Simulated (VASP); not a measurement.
# Al2Ru (P4/nmm) in VASP: single point with r2SCAN

Aim: the single point of Al2Ru with r2SCAN.

Program: VASP 6.6.1. These are calculated values, not measurements. Logs are shortened: lines on timing, memory, paths and dates and some standing lists are left out, and cuts for length are marked.

### Step 1. The cell of the first run

The structure is tetragonal, space group P4/nmm (No. 129). Conventional cell: a = 3.122 Å, b = 3.122 Å, c = 19.890 Å, α = 90.00°, β = 90.00°, γ = 90.00°. Within 3.4 Å of Al (site symmetry 4mm) lie 5 Ru at 2.58 to 2.88 Å and 9 Al at 2.69 to 3.12 Å. Al (site symmetry 4mm) has 4 Ru at 2.58 Å and 5 Al at 2.69 to 3.12 Å within 3.4 Å. Within 3.4 Å of Al (site symmetry 4mm) lie 5 Ru at 2.58 to 2.88 Å and 9 Al at 2.69 to 3.12 Å. Al (site symmetry 4mm) has 5 Ru at 2.58 to 2.88 Å and 9 Al at 2.69 to 3.12 Å within 3.4 Å. Ru (site symmetry 4mm) has 10 Al at 2.58 to 2.88 Å and 4 Ru at 3.12 Å within 3.4 Å. Within 3.4 Å of Ru (site symmetry 4mm) lie 9 Al at 2.58 to 2.88 Å and 4 Ru at 3.12 Å.

### Step 2. Single point, r2SCAN (the distance across one plane changed)

The input, POSCAR:

```
Al2Ru
1.0
   -3.1218205081      0.0000000000      0.0000000000
    0.0000000000     -3.1218205081      0.0000000000
    0.0000000000      0.0000000000     19.8899668331
Al Ru
8 4
Direct
    0.0000000000      0.0000000000      0.1736952290
    0.5000000000      0.5000000000      0.8105728685
    0.0000000000      0.0000000000      0.5982803220
    0.5000000000      0.5000000000      0.3859877755
    0.5000000000      0.5000000000      0.2508898639
    1.0000000000      1.0000000000      0.0385973174
    0.5000000000      0.5000000000      0.6754749569
    1.0000000000      1.0000000000      0.4631824104
    0.0000000000      0.0000000000      0.3184388197
    0.5000000000      0.5000000000      0.1061462732
    0.0000000000      0.0000000000      0.7430239127
    0.5000000000      0.5000000000      0.5307313662
```

The input, INCAR.step1:

```
ALGO     = Normal         # electronic algorithm
EDIFF    = 1E-4           # SCF threshold, eV
ENCUT    = 520            # plane-wave cutoff, eV
GGA      = PE             # functional
ISMEAR   = 0              # smearing method
KPAR     = 4            
LASPH    = True           # aspherical terms in the spheres
LCHARG   = False          # write CHGCAR
LREAL    = False          # projectors in reciprocal space
LWAVE    = True           # write WAVECAR
NBANDS   = 52             # bands
NELM     = 100            # most SCF steps
PREC     = Accurate       # precision mode
SIGMA    = 0.15           # smearing width, eV
```

The input, INCAR.step2:

```
ALGO     = Normal         # electronic algorithm
EDIFF    = 1E-6           # SCF threshold, eV
ENCUT    = 520            # plane-wave cutoff, eV
ISIF     = 2              # what is computed and relaxed
ISMEAR   = 0              # smearing method
ISTART   = 1            
KPAR     = 4            
LASPH    = True           # aspherical terms in the spheres
LCHARG   = True           # write CHGCAR
LMIXTAU  = True         
LREAL    = False          # projectors in reciprocal space
LVHAR    = True         
LWAVE    = False          # write WAVECAR
METAGGA  = R2SCAN         # meta-GGA
NBANDS   = 52             # bands
NELM     = 100            # most SCF steps
PREC     = Accurate       # precision mode
SIGMA    = 0.15           # smearing width, eV
```

The input, KPOINTS:

```
k-points
0
Gamma
  15 15 3
```

Potentials or basis: VASP PAW PBE potentials, release 64 (Al, Ru_pv).

The run is started by

```console
cat potpaw_PBE.64/Al/POTCAR potpaw_PBE.64/Ru_pv/POTCAR > POTCAR
cp INCAR.step1 INCAR
mpirun -np 4 vasp_std > vasp.out
cp INCAR.step2 INCAR
mpirun -np 4 vasp_std > vasp.out
```

OUTCAR:

```text
EDIFF = 1E-6
   ENCUT = 520
   ISIF = 2
   ISMEAR = 0
   ISTART = 1
   LASPH = True
   LREAL = False
   METAGGA = R2SCAN
   NELM = 100
   PREC = Accurate

 ion  position               nearest neighbor table
   1  0.000  0.000  0.174-  10 2.58  10 2.58  10 2.58  10 2.58   6 2.69   5 2.69   5 2.69   5 2.69
                             5 2.69   9 2.88
   2  0.500  0.500  0.811-  11 2.58  11 2.58  11 2.58  11 2.58   7 2.69
   3  0.000  0.000  0.598-  12 2.58  12 2.58  12 2.58  12 2.58   8 2.69   7 2.69   7 2.69   7 2.69
                             7 2.69  11 2.88
   4  0.500  0.500  0.386-   9 2.58   9 2.58   9 2.58   9 2.58   5 2.69   8 2.69   8 2.69   8 2.69
                             8 2.69  12 2.88
   5  0.500  0.500  0.251-   9 2.58   9 2.58   9 2.58   9 2.58   4 2.69   1 2.69   1 2.69   1 2.69
                             1 2.69  10 2.88
   6  0.000  0.000  0.039-  10 2.58  10 2.58  10 2.58  10 2.58   1 2.69
   7  0.500  0.500  0.675-  11 2.58  11 2.58  11 2.58  11 2.58   2 2.69   3 2.69   3 2.69   3 2.69
                             3 2.69  12 2.88
   8  0.000  0.000  0.463-  12 2.58  12 2.58  12 2.58  12 2.58   3 2.69   4 2.69   4 2.69   4 2.69
                             4 2.69   9 2.88
   9  0.000  0.000  0.318-   4 2.58   5 2.58   4 2.58   5 2.58   4 2.58   5 2.58   4 2.58   5 2.58
                             1 2.88   8 2.88
  10  0.500  0.500  0.106-   6 2.58   6 2.58   6 2.58   6 2.58   1 2.58   1 2.58   1 2.58   1 2.58
                             5 2.88
  11  0.000  0.000  0.743-   7 2.58   7 2.58   7 2.58   7 2.58   2 2.58   2 2.58   2 2.58   2 2.58
                             3 2.88
  12  0.500  0.500  0.531-   3 2.58   8 2.58   3 2.58   8 2.58   3 2.58   8 2.58   3 2.58   8 2.58
                             7 2.88   4 2.88

  LATTYP: Found a simple tetragonal cell.
 ALAT       =     3.1218205081
 C/A-ratio  =     6.3712717568

  Lattice vectors:

 A1 = (  -3.1218205081,   0.0000000000,   0.0000000000)
 A2 = (   0.0000000000,  -3.1218205081,   0.0000000000)
 A3 = (   0.0000000000,   0.0000000000,  19.8899668331)

Analysis of symmetry for initial positions (statically):
=====================================================================
 Subroutine PRICEL returns:
 Original cell was already a primitive cell.

 Routine SETGRP: Setting up the symmetry group for a
 simple tetragonal supercell.

 Subroutine GETGRP returns: Found 16 space group operations
 (whereof  8 operations were pure point group operations)
 out of a pool of 16 trial point group operations.

The static configuration has the point symmetry C_4v.
 The point group associated with its full space group is D_4h.

Analysis of symmetry for dynamics (positions and initial velocities):
=====================================================================
 Subroutine PRICEL returns:
 Original cell was already a primitive cell.

 Routine SETGRP: Setting up the symmetry group for a
 simple tetragonal supercell.

 Subroutine GETGRP returns: Found 16 space group operations
 (whereof  8 operations were pure point group operations)
 out of a pool of 16 trial point group operations.

The dynamic configuration has the point symmetry C_4v.
 The point group associated with its full space group is D_4h.

 Subroutine INISYM returns: Found 16 space group operations
 (whereof  8 operations are pure point group operations),
 and found     1 'primitive' translations

----------------------------------------------------------------------------------------

                                     Primitive cell

  volume of cell :     193.8429

  direct lattice vectors                    reciprocal lattice vectors
    -3.121820508  0.000000000  0.000000000    -0.320325912  0.000000000  0.000000000
     0.000000000 -3.121820508  0.000000000     0.000000000 -0.320325912  0.000000000
     0.000000000  0.000000000 19.889966833     0.000000000  0.000000000  0.050276605

  length of vectors
     3.121820508  3.121820508 19.889966833     0.320325912  0.320325912  0.050276605

  position of ions in fractional coordinates (direct lattice)
     0.000000000  0.000000000  0.173695229
     0.500000000  0.500000000  0.810572869
     0.000000000  0.000000000  0.598280322
[... 32 lines left out ...]

 Generating k-lattice:

  Cartesian coordinates                     Fractional coordinates (reciprocal lattice)
    -0.021355061  0.000000000  0.000000000     0.066666667  0.000000000  0.000000000
     0.000000000 -0.021355061  0.000000000     0.000000000  0.066666667  0.000000000
     0.000000000  0.000000000  0.016758868     0.000000000  0.000000000  0.333333333

  Length of vectors
     0.021355061  0.021355061  0.016758868

  Shift w.r.t. Gamma in fractional coordinates (k-lattice)
     0.000000000  0.000000000  0.000000000

 Subroutine IBZKPT returns following result:
 ===========================================

 Found     72 irreducible k-points:

 Following reciprocal coordinates:
            Coordinates               Weight
  0.000000  0.000000  0.000000      1.000000
  0.066667  0.000000  0.000000      4.000000
  0.133333  0.000000  0.000000      4.000000
  0.200000  0.000000  0.000000      4.000000
  0.266667  0.000000  0.000000      4.000000
  0.333333  0.000000  0.000000      4.000000
[... 16 lines left out ...]
  0.266667  0.200000  0.000000      8.000000
  0.333333  0.200000  0.000000      8.000000
 [... further k-points ...]
   k-points           NKPTS =     72   k-points in BZ     NKDIM =     72   number of bands    NBANDS=     52
   number of dos      NEDOS =    301   number of ions     NIONS =     12
   total plane-waves  NPLWV =  86400
   dimension x,y,z NGX =    24 NGY =   24 NGZ =  150
   dimension x,y,z NGXF=    48 NGYF=   48 NGZF=  300
   ions per type =               8   4
   NGX,Y,Z   is equivalent  to a cutoff of  12.78, 12.78, 12.54 a.u.
   NGXF,Y,Z  is equivalent  to a cutoff of  25.56, 25.56, 25.07 a.u.
 SYSTEM =  unknown system
   PREC   = accura    normal or accurate (medium, high low for compatibility)
   ISTART =      1    job   : 0-new  1-cont  2-samecut
   ICHARG =      0    charge: 1-file 2-atom 10-const
   ISPIN  =      1    spin polarized calculation?
   LNONCOLLINEAR =      F non collinear calculations
   LSORBIT =      F    spin-orbit coupling
   LASPH  =      T    aspherical Exc in radial PAW
   ENCUT  =  520.0 eV  38.22 Ry    6.18 a.u.   5.80  5.80 36.98*2*pi/ulx,y,z
   NELM   =    100;   NELMIN=  2; NELMDL=  0     # of ELM steps
   EDIFF  = 0.1E-05   stopping-criterion for ELM
   LREAL  =      F    real-space projection
   EDIFFG = 0.1E-04   stopping-criterion for IOM
   NSW    =      0    number of steps for IOM
   IBRION =     -1    ionic relax: 0-MD 1-quasi-New 2-CG
   NFREE  =      0    steps in history (QN), initial steepest desc. (CG)
   ISIF   =      2    stress and relaxation
   ISYM   =      2    0-nonsym 1-usesym 2-fastsym
   POTIM  = 0.5000    time-step for ionic-motion
   TEBEG  =    0.0;   TEEND  =   0.0 temperature during run
   PSTRESS=    0.0 pullay stress
   NELECT =      80.0000    total number of electrons
   NUPDOWN=      -1.0000    fix difference up-down
   EMIN   =  10.00;   EMAX   =-10.00  energy-range for DOS
   EFERMI =   0.00;   METHOD = LEGACY
   ISMEAR =     0;   SIGMA  =   0.15  broadening in eV -4-tet -1-fermi 0-gaus
   EFERMI_NEDOS =   21; number of points for ismear=-14 and -15
   IALGO  =     38    algorithm
   IMIX   =      4    mixing-type and parameters
     AMIX     =   0.40;   BMIX     =  1.00
     AMIX_MAG =   1.60;   BMIX_MAG =  1.00
  volume/ion in A,a.u.               =      16.15       109.01
  Fermi-wavevector in a.u.,A,eV,Ry     =   1.218863  2.303317 20.213179  1.485627
  Thomas-Fermi vector in A             =   2.354135
   LORBIT       =      0    0 simple, 1 ext, 2 COOP (PROOUT), +10 PAW based schemes
   METAGGA = R2SCAN    functional components
   LHFCALC =     F    Hartree Fock is set to
   AEXX    =    0.0000 exact exchange contribution
   IVDW    =     0    specifies the selected vdW correction
   LEPSILON=     F    determine dielectric tensor
   LRPA    =     F    only Hartree local field effects (RPA)
 non-spin polarized calculation
 Gauss-broadening in eV      SIGMA  =   0.15
  energy-cutoff  :      520.00
  volume of cell :      193.84
 maximum number of plane-waves:      5274
 NGX is ok and might be reduce to    24
   NGX = 11   NGY = 11   NGZ = 73

 number of electron      79.9999988 magnetization

 Free energy of the ion-electron system (eV)
  ---------------------------------------------------
  ext. energy  EPLUGINS =         0.00000000
  ---------------------------------------------------
  free energy    TOTEN  =      -162.62648195 eV

  energy without entropy =     -162.58287028  energy(sigma->0) =     -162.60467611

 E-fermi :   8.8748     XC(G=0): -11.6610

 val. band max:        8.8744355030   @ k =   0.4000   0.4000   0.0000
 cond. band min:       8.8753923256   @ k =   0.4000   0.4000   0.3333
 fundamental gap:      0.0009568226
 Fermi energy:         8.8748338590

 k-point     1 :       0.0000    0.0000    0.0000
  band No.  band energies     occupation
      1     -35.3918      2.00000
      2     -35.3918      2.00000
      3     -35.3917      2.00000
      4     -35.3917      2.00000
      5     -35.3848      2.00000
      6     -35.3848      2.00000
[... 1309 lines left out ...]
     51      12.8875      0.00000
     52      13.2982      0.00000

 [... further k-points ...]

------------------------ aborting loop because EDIFF is reached ----------------------------------------

  FORCE on cell =-STRESS in cart. coord.  units (eV):
  Direction    XX          YY          ZZ          XY          YZ          ZX
  --------------------------------------------------------------------------------------
  -------------------------------------------------------------------------------------
  Total       -4.4890370     -4.4890370     -2.6194372      0.0000000      0.0000000      0.0000000
  in kB      -37.1034119    -37.1034119    -21.6505359      0.0000000      0.0000000      0.0000000
  external PRESSURE =     -31.9524532 kB  Pullay stress =       0.0000000 kB

 VOLUME and BASIS-vectors are now :
 -----------------------------------------------------------------------------
  energy-cutoff  :      520.00
  volume of cell :      193.84
      direct lattice vectors                 reciprocal lattice vectors
    -3.121820508  0.000000000  0.000000000    -0.320325912  0.000000000  0.000000000
     0.000000000 -3.121820508  0.000000000     0.000000000 -0.320325912  0.000000000
     0.000000000  0.000000000 19.889966833     0.000000000  0.000000000  0.050276605

 POSITION                                       TOTAL-FORCE (eV/Angst)
 -----------------------------------------------------------------------------------
      0.00000      0.00000      3.45479        -0.000000      0.000000     -0.081883
     -1.56091     -1.56091     16.12227        -0.000000     -0.000000     -0.120862
      0.00000      0.00000     11.89978        -0.000000     -0.000000     -0.089600
     -1.56091     -1.56091      7.67728        -0.000000      0.000000      0.009803
     -1.56091     -1.56091      4.99019        -0.000000      0.000000      0.089600
      0.00000      0.00000      0.76770        -0.000000      0.000000      0.120862
     -1.56091     -1.56091     13.43517        -0.000000     -0.000000      0.081883
      0.00000      0.00000      9.21268        -0.000000     -0.000000     -0.009803
      0.00000      0.00000      6.33374        -0.000000      0.000000     -0.084081
     -1.56091     -1.56091      2.11125         0.000000      0.000000     -0.102640
      0.00000      0.00000     14.77872        -0.000000     -0.000000      0.102640
     -1.56091     -1.56091     10.55623         0.000000      0.000000      0.084081
 -----------------------------------------------------------------------------------
    total drift:                               -0.000000      0.000000      0.001743

  FREE ENERGIE OF THE ION-ELECTRON SYSTEM (eV)
  ---------------------------------------------------
  free  energy   TOTEN  =      -162.6264819461 eV

  energy  without entropy=     -162.5828702764  energy(sigma->0) =     -162.60467611
```

Wall time 19 min (4 MPI ranks of Oxide Virtual Turin-like, shared host); peak memory 0.67 GiB.

Results:

```
Free energy            : -162.6265 eV
Pressure               : -3.2 GPa
Largest force          : 0.121 eV/Å
Band gap on the k mesh : zero (bands 40 and 41 overlap by 0.39 eV)
```

Forces in eV/Å, atoms in the order of the input:
```
Al   0.000  0.000 -0.082
Al   0.000  0.000 -0.121
Al   0.000  0.000 -0.090
Al   0.000  0.000  0.010
Al   0.000  0.000  0.090
Al   0.000  0.000  0.121
Al   0.000  0.000  0.082
Al   0.000  0.000 -0.010
Ru   0.000  0.000 -0.084
Ru   0.000  0.000 -0.103
Ru   0.000  0.000  0.103
Ru   0.000  0.000  0.084
```

Caveat: the cell differs from its parent crystal (the distance across one plane changed); the cell stands under tension; the PAW data sets were made with another functional, which shifts forces and pressure a little.
